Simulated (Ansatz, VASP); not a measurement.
# HfSi3: VASP beside Ansatz

The input INCAR:

```
SYSTEM = HfSi3
PREC = Accurate
ENCUT = 520
EDIFF = 1E-7
ISMEAR = 0
SIGMA = 0.05
LREAL = .False.
LASPH = .True.
NELM = 80
ALGO = Normal
ISIF = 2
LWAVE = .False.
LCHARG = .False.
GGA = PE
NBANDS = 19
```

KPOINTS

```
Automatic mesh
0
Gamma
  8 8 8
  0 0 0
```

POSCAR

```
HfSi3
1.0
    3.9892303806      0.0000000000      0.0000000000
    0.0000000000      3.9892303806      0.0000000000
    0.0000000000      0.0000000000      3.9892303806
Hf Si
1 3
Direct
    0.0000000000      0.0000000000      0.0000000000
    0.0000000000      0.5000000000      0.5000000000
    0.5000000000      0.5000000000      0.0000000000
    0.5000000000      0.0000000000      0.5000000000
```

Input for Ansatz:

```yaml
crystal:
  lattice:
    - [3.9892303806, 0.0, 0.0]
    - [0.0, 3.9892303806, 0.0]
    - [0.0, 0.0, 3.9892303806]
  atoms:
    - { symbol: Hf, position: [0.0, 0.0, 0.0] }
    - { symbol: Si, position: [0.0, 0.5, 0.5] }
    - { symbol: Si, position: [0.5, 0.5, 0.0] }
    - { symbol: Si, position: [0.5, 0.0, 0.5] }
basis:
  ecutwfc: 420
  ecutrho_ratio: 4
kpoints:
  mp_grid: { grid: [8, 8, 8] }
hamiltonian:
  xc: pbe
scf:
  occupations: { method: gaussian, width: 0.05 }
output:
  forces: true
  stress: true
  eigenvalues: true
```

Alike in both runs: task single point; functional PBE; k mesh 8 × 8 × 8; occupations gaussian, width 0.05 eV; no spin polarisation.

|  | VASP | Ansatz |
| --- | --- | --- |
| version | VASP 6.6.1 | Ansatz 0.2.0 |
| potentials or method | VASP PAW PBE potentials, release 64 (Hf_pv, Si), cutoff 520 eV | scalar-relativistic, plane waves, PAW |
| valence electrons in the cell | 22 | 38 |

|  | VASP | Ansatz | Ansatz less VASP |
| --- | --- | --- | --- |
| gap on the k mesh at the Fermi level (eV) | none | none | - |
| pressure (GPa) | -1.5 | -1.3 | +0.26 |

A gap of «none» marks a metal or a gap that the smearing closes. With one functional, cell and mesh, what is left measures potentials, basis and numerics. VASP's potentials hold 22 valence electrons a cell and Ansatz's 38, so a difference there can come from the potentials and not from the codes.

Spin-orbit coupling is off throughout.
